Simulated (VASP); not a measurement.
# Zr2HS4 in VASP: notebook, part 2 of 2

VASP 6.6.1.

### 4 Single point, PBE+D3(BJ)

INCAR reads:

```
PREC     = Accurate       # precision mode
ENCUT    = 400            # plane-wave cutoff, eV
EDIFF    = 1E-6           # SCF threshold, eV
ISMEAR   = 0              # smearing method
SIGMA    = 0.05           # smearing width, eV
LREAL    = F              # projectors in reciprocal space
LASPH    = T              # aspherical terms in the spheres
NELM     = 120            # most SCF steps
ALGO     = Normal         # electronic algorithm
ISIF     = 2              # what is computed and relaxed
LWAVE    = F              # write WAVECAR
LCHARG   = F              # write CHGCAR
LDIPOL   = T            
IDIPOL   = 3            
DIPOL    = 0.5 0.5 0.296
GGA      = PE             # functional
IVDW     = 12             # dispersion correction
NBANDS   = 62             # bands
GGA_COMPAT= F            
NELMDL   = -8
```

KPOINTS reads:

```
regular mesh
0
Gamma
  6 6 1
```

POSCAR reads:

```
Zr2HS4
1.0
    7.2976778227      0.0000000000      0.0000000000
   -3.6488389114      6.3199743831      0.0000000000
    0.0000000000      0.0000000000     20.9171506047
S Zr H
8 4 2
Direct
    0.3333333333      0.1666666667      0.1912306354
    0.3333333333      0.6666666667      0.1912306354
    0.8333333333      0.1666666667      0.1912306354
    0.8333333333      0.6666666667      0.1912306354
    0.1666666667      0.3333333333      0.3306927762
    0.1666666667      0.8333333333      0.3306927762
    0.6666666667      0.3333333333      0.3306927762
    0.6666666667      0.8333333333      0.3306927762
    0.0000000000      0.0000000000      0.2609617058
    0.0000000000      0.5000000000      0.2609617058
    0.5000000000      0.0000000000      0.2609617058
    0.5000000000      0.5000000000      0.2609617058
    0.3076212038      0.6923787962      0.5028003481
    0.3590454629      0.6409545371      0.5028003481
```

Potentials or basis: VASP PAW PBE potentials, release 64 (S, Zr_sv, H).

Command:

```bash
$ cat potpaw_PBE.64/S/POTCAR potpaw_PBE.64/Zr_sv/POTCAR potpaw_PBE.64/H/POTCAR > POTCAR
$ mpirun -np 1 vasp_std > vasp.out
```

OUTCAR:

```text
PREC = Accurate
   ENCUT = 400
   EDIFF = 1E-6
   ISMEAR = 0
   LREAL = F
   LASPH = T
   NELM = 120
   ISIF = 2
   GGA = PE
   IVDW = 12
   NELMDL = -8
 IVDW          = 12

 ion  position               nearest neighbor table
   1  0.333  0.167  0.191-   9 2.56  12 2.56  11 2.56
   2  0.333  0.667  0.191-  10 2.56  11 2.56  12 2.56
   3  0.833  0.167  0.191-  11 2.56  10 2.56   9 2.56
   4  0.833  0.667  0.191-  12 2.56   9 2.56  10 2.56
   5  0.167  0.333  0.331-  12 2.56   9 2.56  10 2.56
   6  0.167  0.833  0.331-  11 2.56  10 2.56   9 2.56
   7  0.667  0.333  0.331-  10 2.56  11 2.56  12 2.56
   8  0.667  0.833  0.331-   9 2.56  12 2.56  11 2.56
   9  0.000  0.000  0.261-   1 2.56   8 2.56   5 2.56   4 2.56   6 2.56   3 2.56  12 3.65  12 3.65
                            11 3.65  11 3.65  10 3.65  10 3.65
  10  0.000  0.500  0.261-   2 2.56   7 2.56   6 2.56   3 2.56   4 2.56   5 2.56  11 3.65  11 3.65
                            12 3.65  12 3.65   9 3.65   9 3.65
  11  0.500  0.000  0.261-   3 2.56   6 2.56   2 2.56   7 2.56   1 2.56   8 2.56  10 3.65  10 3.65
                             9 3.65   9 3.65  12 3.65  12 3.65
  12  0.500  0.500  0.261-   4 2.56   5 2.56   1 2.56   8 2.56   7 2.56   2 2.56   9 3.65   9 3.65
                            10 3.65  10 3.65  11 3.65  11 3.65
  13  0.308  0.692  0.503-  14 0.65
  14  0.359  0.641  0.503-  13 0.65

  LATTYP: Found a hexagonal cell.
 ALAT       =     7.2976778227
 C/A-ratio  =     2.8662748771

  Lattice vectors:

 A1 = (   7.2976778227,   0.0000000000,   0.0000000000)
 A2 = (  -3.6488389114,   6.3199743831,   0.0000000000)
 A3 = (   0.0000000000,   0.0000000000,  20.9171506047)

Analysis of symmetry for initial positions (statically):
=====================================================================
 Subroutine PRICEL returns:
[... 174 lines left out ...]

 number of electron      98.0000015 magnetization

 dipolmoment           0.000000      0.000000     -0.000323 electrons x Angstroem

 Free energy of the ion-electron system (eV)
  ---------------------------------------------------
  ext. energy  EPLUGINS =         0.00000000
  ---------------------------------------------------
  free energy    TOTEN  =       -92.25767090 eV

  energy without entropy =      -92.25767090  energy(sigma->0) =      -92.25767090

 E-fermi :  -3.0262     XC(G=0):  -3.3562

 val. band max:       -3.2778217287   @ k =   0.0000   0.0000   0.0000
 cond. band min:      -2.1756271069   @ k =   0.0000   0.0000   0.0000
 fundamental gap:      1.1021946218
 Fermi energy:        -3.0262152037

 k-point     1 :       0.0000    0.0000    0.0000
  band No.  band energies     occupation
      1     -52.1345      2.00000
      2     -52.1145      2.00000
      3     -52.1142      2.00000
      4     -52.1139      2.00000
      5     -30.3167      2.00000
      6     -30.3165      2.00000
[... 821 lines left out ...]
     60       0.2810      0.00000
     61       0.2827      0.00000
 [bands above 61 left out]

------------------------ aborting loop because EDIFF is reached ----------------------------------------

 vacuum level on the upper side and lower side of the slab       (xc-potential included)        -0.093        -0.066

 Edisp (eV)   -2.98389

 E8    (eV) :    -1.3444

  FORCE on cell =-STRESS in cart. coord.  units (eV):
  Direction    XX          YY          ZZ          XY          YZ          ZX
  --------------------------------------------------------------------------------------
  -------------------------------------------------------------------------------------
  Total       2.02692     0.43889    -0.35225    -1.37527     0.00124    -0.00215
  in kB       3.36623     0.72889    -0.58500    -2.28400     0.00206    -0.00357
  external pressure =        1.17 kB  Pullay stress =        0.00 kB

 VOLUME and BASIS-vectors are now :
 -----------------------------------------------------------------------------
  energy-cutoff  :      400.00
  volume of cell :      964.72
      direct lattice vectors                 reciprocal lattice vectors
     7.297677823  0.000000000  0.000000000     0.137029891  0.079114245  0.000000000
    -3.648838911  6.319974383  0.000000000     0.000000000  0.158228489  0.000000000
     0.000000000  0.000000000 20.917150605     0.000000000  0.000000000  0.047807659

 POSITION                                       TOTAL-FORCE (eV/Angst)
 -----------------------------------------------------------------------------------
      1.82442      1.05333      4.00000         0.000739     -0.000234     -0.009785
     -0.00000      4.21332      4.00000        -0.000497      0.000287     -0.008494
      5.47326      1.05333      4.00000        -0.000637      0.000368     -0.009164
      3.64884      4.21332      4.00000         0.000572     -0.000523     -0.009785
      0.00000      2.10666      6.91715         0.000043      0.002324      0.014836
     -1.82442      5.26665      6.91715         0.002035     -0.001175      0.017170
      3.64884      2.10666      6.91715        -0.000007      0.000004      0.012903
      1.82442      5.26665      6.91715        -0.001991     -0.001199      0.014836
      0.00000      0.00000      5.45858        -0.001477      0.000853      0.001651
     -1.82442      3.15999      5.45858         0.002343     -0.000379      0.002444
      3.64884      0.00000      5.45858         0.001500     -0.001840      0.002444
      1.82442      3.15999      5.45858        -0.002249      0.001298      0.003071
     -0.28146      4.37582     10.51715        -4.223501      2.438440     -0.016241
      0.28146      4.05082     10.51715         4.223128     -2.438224     -0.015888
 -----------------------------------------------------------------------------------
    total drift:                               -0.000000      0.000000      0.000616

  FREE ENERGIE OF THE ION-ELECTRON SYSTEM (eV)
  ---------------------------------------------------
  free  energy   TOTEN  =       -95.2415560656 eV

  energy  without entropy=      -95.2415560656  energy(sigma->0) =      -95.24155607

 vacuum level on the upper side and lower side of the slab         3.077         3.102
```

OSZICAR:

```text
N       E                     dE             d eps       ncg     rms          rms(c)
DAV:   1     0.785370638424E+03    0.78537E+03   -0.36802E+04  1980   0.100E+03
DAV:   2     0.100924060921E+02   -0.77528E+03   -0.76057E+03  2278   0.269E+02
DAV:   3    -0.938366075691E+02   -0.10393E+03   -0.10332E+03  2072   0.897E+01
[... 20 lines left out ...]
DAV:  24    -0.922576524085E+02   -0.10365E-04   -0.29490E-07  1224   0.987E-04    0.628E-04
DAV:  25    -0.922576649661E+02   -0.12558E-04   -0.47486E-07  1296   0.116E-03    0.783E-04
DAV:  26    -0.922576675644E+02   -0.25983E-05   -0.53090E-08  1152   0.498E-04    0.219E-04
DAV:  27    -0.922576703375E+02   -0.27731E-05   -0.63470E-08  1134   0.453E-04    0.292E-04
DAV:  28    -0.922576708973E+02   -0.55974E-06   -0.14662E-08  1040   0.269E-04
   1 F= -.95241556E+02 E0= -.95241556E+02  d E =-.157203E-13
```

stdout:

```text
POSCAR found type information on POSCAR S ZrH
 POSCAR found :  3 types and      14 ions
 scaLAPACK will be used
 LDA part: xc-table for (Slater+PW92), standard interpolation
 POSCAR, INCAR and KPOINTS ok, starting setup
 FFT: planning ... GRIDC
 FFT: planning ... GRID_SOFT
 FFT: planning ... GRID
 WAVECAR not read
 entering main loop
```

Run time: 26 min. Hardware: 1 thread of Oxide Virtual Turin-like, shared host; peak memory 0.85 GiB.

Results:

```yaml
Free_energy: -95.2416 eV
Largest_force: 4.877 eV/Å
Band_gap_on_the_k_mesh: 1.10 eV
Dispersion_energy_per_atom: -0.213 eV
```

Forces in eV/Å, atoms in the order of the input:
```
S    0.001  0.000 -0.010
S    0.000  0.000 -0.008
S   -0.001  0.000 -0.009
S    0.001 -0.001 -0.010
S    0.000  0.002  0.015
S    0.002 -0.001  0.017
S    0.000  0.000  0.013
S   -0.002 -0.001  0.015
Zr  -0.001  0.001  0.002
Zr   0.002  0.000  0.002
Zr   0.002 -0.002  0.002
Zr  -0.002  0.001  0.003
H   -4.224  2.438 -0.016
H    4.223 -2.438 -0.016
```

Levels at points of the mesh, in eV from the valence-band top:
| k point | band 47 | band 48 | band 49 | band 50 | band 51 | band 52 |
| --- | --- | --- | --- | --- | --- | --- |
| (0.00, 0.00, 0.00) | -0.88 | 0.00 | 0.00 | 1.10 | 1.10 | 1.10 |
| (0.50, 0.00, 0.00) | -0.85 | -0.50 | -0.49 | 1.48 | 1.48 | 2.28 |
| (0.50, 0.50, 0.00) | -0.85 | -0.50 | -0.49 | 1.48 | 1.48 | 2.28 |

### 5 The runs side by side

```tsv
cell	gap on the mesh (eV)	largest force (eV/Å)
as given, atomic positions A	none	3.48
as given, atomic positions B	1.10	0.04
as given, atomic positions C	1.10	4.88
```

Alike in all rows: task single point; level PBE+D3(BJ); potentials or basis VASP PAW PBE potentials, release 64 (S, Zr_sv, H); no spin polarisation; k mesh 6 × 6 × 1; cutoff (eV) 400; smearing gaussian 0.05 eV.

Total energies depend on the potentials used, so only differences within one code and one set of settings carry meaning.
